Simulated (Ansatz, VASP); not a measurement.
# Two plane-wave programs on MgI2

```
Mg I
1.0
     4.20720    0.00000    0.00000
    -2.10360    3.64354    0.00000
     0.00000    0.00000    8.12419
Mg I
1 2
Cartesian
  0.0000 0.0000 0.0000
  0.0000 2.4290 6.3845
  2.1036 1.2145 1.7397
```

Change from the starting cell: engineering shear strain xz +0.0000, normal strain along z +0.0400.

Alike in both runs: task relaxation of the atoms; functional PBE; k mesh 6 × 6 × 4; occupations gaussian, width 0.05 eV; no spin polarisation.

|  | VASP | Ansatz |
| --- | --- | --- |
| version | VASP 6.6.1 | Ansatz 0.2.0 |
| potentials or method | VASP PAW PBE potentials, release 64 (Mg, I), cutoff 520 eV | scalar-relativistic, plane waves, PAW |
| valence electrons in the cell | 16 | 44 |

VASP gave:

```
gap on the k mesh at the Fermi level, each at its own relaxed structure (eV) : 3.62
```

Problem. Estimate Ansatz's values.

Solution. gap on the k mesh at the Fermi level, each at its own relaxed structure (eV): 3.63.

VASP's potentials hold 16 valence electrons a cell and Ansatz's 44, so a difference there can come from the potentials and not from the codes. Ansatz's warnings: stress scf threshold loose.

Neither program's run includes spin-orbit coupling.
